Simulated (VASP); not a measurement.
# Te5W (F-43m) in VASP: notebook, part 2 of 2

VASP 6.6.1. The steps go on from the part before.

**3. Single point, PBE**

This run uses another cell than the first one, of 49.93 Å³/atom.

INCAR reads:

```
SYSTEM = Te5W
  PREC = Accurate
  ENCUT = 500
  EDIFF = 1E-6
  ISMEAR = 0
  SIGMA = 0.1
  LREAL = .FALSE.
  LASPH = .TRUE.
  NELM = 120
  ALGO = Normal
  ISIF = 2
  LWAVE = .FALSE.
  LCHARG = .FALSE.
  GGA = PE
  NBANDS = 31
  GGA_COMPAT = .FALSE.
```

KPOINTS reads:

```
regular mesh
0
G
  4 4 4
  0 0 0
```

POSCAR reads:

```
Te5W
1.0
    0.0000000000      5.3106602614      5.3106602614
    5.3106602614      0.0000000000      5.3106602614
    5.3106602614      5.3106602614      0.0000000000
Te W
5 1
Direct
    0.6372528767      0.6372528767      0.6372528767
    0.6372528767      0.6372528767      0.0882413700
    0.6372528767      0.0882413700      0.6372528767
    0.0882413700      0.6372528767      0.6372528767
    0.2500000000      0.2500000000      0.2500000000
    0.5000000000      0.5000000000      0.5000000000
```

Potentials or basis: VASP PAW PBE potentials, release 64 (Te, W_sv).

Command:

```console
$ cat potpaw_PBE.64/Te/POTCAR potpaw_PBE.64/W_sv/POTCAR > POTCAR
$ mpirun -np 1 vasp_std > vasp.out
```

OUTCAR:

```text
SYSTEM = Te5W
   PREC = Accurate
   ENCUT = 500
   EDIFF = 1E-6
   ISMEAR = 0
   LREAL = .FALSE.
   LASPH = .TRUE.
   NELM = 120
   ISIF = 2
   GGA = PE

 ion  position               nearest neighbor table
   1  0.637  0.637  0.637-   6 2.52   3 3.39   4 3.39   2 3.39
   2  0.637  0.637  0.088-   6 2.52   3 3.39   4 3.39   1 3.39
   3  0.637  0.088  0.637-   6 2.52   2 3.39   4 3.39   1 3.39
   4  0.088  0.637  0.637-   6 2.52   2 3.39   3 3.39   1 3.39
   5  0.250  0.250  0.250-
   6  0.500  0.500  0.500-   3 2.52   4 2.52   2 2.52   1 2.52

  LATTYP: Found a face centered cubic cell.
 ALAT       =    10.6213205228

  Lattice vectors:

 A1 = (   0.0000000000,   5.3106602614,   5.3106602614)
 A2 = (   5.3106602614,   0.0000000000,   5.3106602614)
 A3 = (   5.3106602614,   5.3106602614,   0.0000000000)

Analysis of symmetry for initial positions (statically):
=====================================================================
 Subroutine PRICEL returns:
 Original cell was already a primitive cell.

 Routine SETGRP: Setting up the symmetry group for a
 face centered cubic supercell.

 Subroutine GETGRP returns: Found 24 space group operations
 (whereof 24 operations were pure point group operations)
 out of a pool of 48 trial point group operations.

The static configuration has the point symmetry T_d .

Analysis of symmetry for dynamics (positions and initial velocities):
=====================================================================
 Subroutine PRICEL returns:
 Original cell was already a primitive cell.

 Routine SETGRP: Setting up the symmetry group for a
 face centered cubic supercell.

 Subroutine GETGRP returns: Found 24 space group operations
 (whereof 24 operations were pure point group operations)
 out of a pool of 48 trial point group operations.

The dynamic configuration has the point symmetry T_d .

 Subroutine INISYM returns: Found 24 space group operations
 (whereof 24 operations are pure point group operations),
 and found     1 'primitive' translations

----------------------------------------------------------------------------------------

                                     Primitive cell

  volume of cell :     299.5543

  direct lattice vectors                    reciprocal lattice vectors
     0.000000000  5.310660261  5.310660261    -0.094150252  0.094150252  0.094150252
     5.310660261  0.000000000  5.310660261     0.094150252 -0.094150252  0.094150252
     5.310660261  5.310660261  0.000000000     0.094150252  0.094150252 -0.094150252

  length of vectors
     7.510407767  7.510407767  7.510407767     0.163073019  0.163073019  0.163073019

  position of ions in fractional coordinates (direct lattice)
     0.637252877  0.637252877  0.637252877
     0.637252877  0.637252877  0.088241370
     0.637252877  0.088241370  0.637252877
     0.088241370  0.637252877  0.637252877
     0.250000000  0.250000000  0.250000000
     0.500000000  0.500000000  0.500000000

  ion indices of the primitive-cell ions
   primitive index   ion index
                 1           1
                 2           2
                 3           3
                 4           4
                 5           5
                 6           6

[... 27 lines left out ...]
            Coordinates               Weight
  0.000000  0.000000  0.000000      1.000000
  0.250000  0.000000  0.000000      8.000000
  0.500000  0.000000  0.000000      4.000000
  0.250000  0.250000  0.000000      6.000000
  0.500000  0.250000  0.000000     24.000000
 -0.250000  0.250000  0.000000     12.000000
  0.500000  0.500000  0.000000      3.000000
 -0.250000  0.500000  0.250000      6.000000
   k-points           NKPTS =      8   k-points in BZ     NKDIM =      8   number of bands    NBANDS=     31
   number of dos      NEDOS =    301   number of ions     NIONS =      6
   total plane-waves  NPLWV = 175616
   dimension x,y,z NGX =    56 NGY =   56 NGZ =   56
   dimension x,y,z NGXF=   112 NGYF=  112 NGZF=  112
   ions per type =               5   1
   NGX,Y,Z   is equivalent  to a cutoff of  12.40, 12.40, 12.40 a.u.
   NGXF,Y,Z  is equivalent  to a cutoff of  24.79, 24.79, 24.79 a.u.
 SYSTEM =  Te5W
   PREC   = accura    normal or accurate (medium, high low for compatibility)
   ISTART =      0    job   : 0-new  1-cont  2-samecut
   ICHARG =      2    charge: 1-file 2-atom 10-const
   ISPIN  =      1    spin polarized calculation?
   LNONCOLLINEAR =      F non collinear calculations
   LSORBIT =      F    spin-orbit coupling
   LASPH  =      T    aspherical Exc in radial PAW
   ENCUT  =  500.0 eV  36.75 Ry    6.06 a.u.  13.69 13.69 13.69*2*pi/ulx,y,z
   NELM   =    120;   NELMIN=  2; NELMDL= -5     # of ELM steps
   EDIFF  = 0.1E-05   stopping-criterion for ELM
   LREAL  =      F    real-space projection
   EDIFFG = 0.1E-04   stopping-criterion for IOM
   NSW    =      0    number of steps for IOM
   IBRION =     -1    ionic relax: 0-MD 1-quasi-New 2-CG
   NFREE  =      0    steps in history (QN), initial steepest desc. (CG)
   ISIF   =      2    stress and relaxation
   ISYM   =      2    0-nonsym 1-usesym 2-fastsym
   POTIM  = 0.5000    time-step for ionic-motion
   TEBEG  =    0.0;   TEEND  =   0.0 temperature during run
   PSTRESS=    0.0 pullay stress
   NELECT =      44.0000    total number of electrons
   NUPDOWN=      -1.0000    fix difference up-down
   EMIN   =  10.00;   EMAX   =-10.00  energy-range for DOS
   EFERMI =   0.00;   METHOD = LEGACY
   ISMEAR =     0;   SIGMA  =   0.10  broadening in eV -4-tet -1-fermi 0-gaus
   EFERMI_NEDOS =   21; number of points for ismear=-14 and -15
   IALGO  =     38    algorithm
   IMIX   =      4    mixing-type and parameters
     AMIX     =   0.40;   BMIX     =  1.00
     AMIX_MAG =   1.60;   BMIX_MAG =  1.00
  volume/ion in A,a.u.               =      49.93       336.92
  Fermi-wavevector in a.u.,A,eV,Ry     =   0.863775  1.632298 10.151401  0.746107
  Thomas-Fermi vector in A             =   1.981774
   LORBIT       =      0    0 simple, 1 ext, 2 COOP (PROOUT), +10 PAW based schemes
   GGA     = PE    functional components
   LHFCALC =     F    Hartree Fock is set to
   AEXX    =    0.0000 exact exchange contribution
   IVDW    =     0    specifies the selected vdW correction
   LEPSILON=     F    determine dielectric tensor
   LRPA    =     F    only Hartree local field effects (RPA)
 non-spin polarized calculation
 Gauss-broadening in eV      SIGMA  =   0.10
  energy-cutoff  :      500.00
  volume of cell :      299.55
 maximum number of plane-waves:      7648
 NGX is ok and might be reduce to    56
   NGX = 27   NGY = 27   NGZ = 27

 number of electron      43.9999998 magnetization

 Free energy of the ion-electron system (eV)
  ---------------------------------------------------
  ext. energy  EPLUGINS =         0.00000000
  ---------------------------------------------------
  free energy    TOTEN  =       -24.06932197 eV

  energy without entropy =      -23.98925570  energy(sigma->0) =      -24.02928883

 E-fermi :   1.4868     XC(G=0):  -7.1042

 val. band max:        1.4659098763   @ k =  -0.2500   0.5000   0.2500
 cond. band min:       1.4897201298   @ k =  -0.2500   0.2500   0.0000
 fundamental gap:      0.0238102534
 Fermi energy:         1.4867867142

 k-point     1 :       0.0000    0.0000    0.0000
  band No.  band energies     occupation
      1     -72.4243      2.00000
      2     -36.6829      2.00000
      3     -36.6829      2.00000
      4     -36.6829      2.00000
      5     -10.1532      2.00000
      6      -8.6331      2.00000
[... 261 lines left out ...]
     30       6.7555      0.00000
     31       7.0502      0.00000

------------------------ aborting loop because EDIFF is reached ----------------------------------------

  FORCE on cell =-STRESS in cart. coord.  units (eV):
  Direction    XX          YY          ZZ          XY          YZ          ZX
  --------------------------------------------------------------------------------------
  -------------------------------------------------------------------------------------
  Total        0.2811667      0.2811667      0.2811667      0.0000000      0.0000000      0.0000000
  in kB        1.5038303      1.5038303      1.5038303      0.0000000      0.0000000      0.0000000
  external PRESSURE =       1.5038303 kB  Pullay stress =       0.0000000 kB

 VOLUME and BASIS-vectors are now :
 -----------------------------------------------------------------------------
  energy-cutoff  :      500.00
  volume of cell :      299.55
      direct lattice vectors                 reciprocal lattice vectors
     0.000000000  5.310660261  5.310660261    -0.094150252  0.094150252  0.094150252
     5.310660261  0.000000000  5.310660261     0.094150252 -0.094150252  0.094150252
     5.310660261  5.310660261  0.000000000     0.094150252  0.094150252 -0.094150252

 POSITION                                       TOTAL-FORCE (eV/Angst)
 -----------------------------------------------------------------------------------
      6.76847      6.76847      6.76847         0.002068      0.002068      0.002068
      3.85285      3.85285      6.76847        -0.002068     -0.002068      0.002068
      3.85285      6.76847      3.85285        -0.002068      0.002068     -0.002068
      6.76847      3.85285      3.85285         0.002068     -0.002068     -0.002068
      2.65533      2.65533      2.65533        -0.000000     -0.000000     -0.000000
      5.31066      5.31066      5.31066        -0.000000     -0.000000     -0.000000
 -----------------------------------------------------------------------------------
    total drift:                               -0.000001     -0.000001     -0.000001

  FREE ENERGIE OF THE ION-ELECTRON SYSTEM (eV)
  ---------------------------------------------------
  free  energy   TOTEN  =       -24.0693219698 eV

  energy  without entropy=      -23.9892557002  energy(sigma->0) =      -24.02928883
```

Run time: 4.1 min. Hardware: 1 thread of Intel Xeon 8259CL, shared host; peak memory 0.43 GiB.

What came out:

```
Free energy            : -24.0693 eV
Pressure               : 0.2 GPa
Largest force          : 0.004 eV/Å
Band gap on the k mesh : zero (bands 22 and 23 overlap by 0.57 eV)
```

Forces in eV/Å, atoms in the order of the input:
```
Te   0.002  0.002  0.002
Te  -0.002 -0.002  0.002
Te  -0.002  0.002 -0.002
Te   0.002 -0.002 -0.002
Te   0.000  0.000  0.000
W    0.000  0.000  0.000
```

Levels at points of the mesh, in eV from the Fermi level:
```tsv
k point	band 20	band 21	band 22	band 23	band 24	band 25
(0.00, 0.00, 0.00)	-0.22	-0.22	0.58	0.58	0.58	1.02
(0.50, 0.00, 0.00)	-0.79	-0.36	0.06	0.06	0.59	1.48
(0.50, 0.50, 0.00)	-0.52	-0.52	-0.35	0.21	0.21	1.19
```

Caveat: spin-orbit coupling is left out, which moves the levels of the heavy elements.

**4. Single point, PBE**

This run uses another cell than the first one, of 50.49 Å³/atom.

INCAR reads:

```
ALGO = Normal
EDIFF = 1E-6
ENCUT = 500
GGA = PE
GGA_COMPAT = F
ISIF = 2
ISMEAR = 0
LASPH = T
LCHARG = F
LREAL = F
LWAVE = F
NBANDS = 31
NELM = 120
PREC = Accurate
SIGMA = 0.1
```

KPOINTS reads:

```
k-points
0
Gamma
  6 6 6
```

POSCAR reads:

```
Te5W
1.0
    0.0000000000      5.3305548757      5.3305548757
    5.3305548757      0.0000000000      5.3305548757
    5.3305548757      5.3305548757      0.0000000000
Te W
5 1
Direct
    0.3631794276      0.9104617171      0.3631794276
    0.3631794276      0.3631794276      0.3631794276
    0.9104617171      0.3631794276      0.3631794276
    0.3631794276      0.3631794276      0.9104617171
    0.7500000000      0.7500000000      0.7500000000
    0.5000000000      0.5000000000      0.5000000000
```

Command:

```console
$ cat potpaw_PBE.64/Te/POTCAR potpaw_PBE.64/W_sv/POTCAR > POTCAR
$ mpirun -np 1 vasp_std > vasp.out
```

It took 6.8 min on 1 thread of Intel Xeon 8259CL, shared host; peak memory 0.47 GiB.

Results (log left out):

* Free energy: -24.1066 eV
* Pressure: 0.0 GPa
* Largest force: 0.010 eV/Å
* Band gap on the k mesh: zero (bands 22 and 23 overlap by 0.51 eV)

Forces in eV/Å, atoms in the order of the input:
```
Te   0.006 -0.006  0.006
Te  -0.006 -0.006 -0.006
Te  -0.006  0.006  0.006
Te   0.006  0.006 -0.006
Te   0.000  0.000  0.000
W    0.000  0.000  0.000
```

Levels at points of the mesh, in eV from the Fermi level:
| k point | band 19 | band 20 | band 21 | band 22 | band 23 | band 24 | band 25 | band 26 |
| --- | --- | --- | --- | --- | --- | --- | --- | --- |
| (0.00, 0.00, 0.00) | -0.22 | -0.22 | -0.22 | 0.51 | 0.51 | 0.51 | 0.99 | 0.99 |
| (0.50, 0.00, 0.00) | -0.83 | -0.83 | -0.36 | 0.04 | 0.04 | 0.52 | 1.45 | 1.54 |
| (0.50, 0.50, 0.00) | -1.16 | -0.56 | -0.56 | -0.35 | 0.17 | 0.17 | 1.15 | 1.61 |

Caveat: spin-orbit coupling is left out, which moves the levels of the heavy elements.

**5. Overview**

| cell | k mesh | gap on the mesh (eV) | pressure (GPa) | largest force (eV/Å) |
| --- | --- | --- | --- | --- |
| a = 6.778 Å, angles 60.0°, 6 atoms, atomic positions A | 4 × 4 × 4 | none | 20.0 | 6.56 |
| a = 7.510 Å, angles 60.0°, 6 atoms, atomic positions B | 4 × 4 × 4 | none | 0.2 | - |
| a = 7.539 Å, angles 60.0°, 6 atoms, atomic positions B | 6 × 6 × 6 | none | 0.0 | 0.01 |

Alike in all rows: task single point; level PBE; potentials or basis VASP PAW PBE potentials, release 64 (Te, W_sv); no spin polarisation; cutoff (eV) 500; smearing gaussian 0.1 eV.

Caveats: spin-orbit coupling is left out, which moves the levels of the heavy elements; the cell stands under pressure (at least some runs); forces of over 1 eV/Å act on the atoms, so gaps and moduli don't describe the material at rest (at least some runs).

Absolute energies hang on the potentials; compare differences alone.
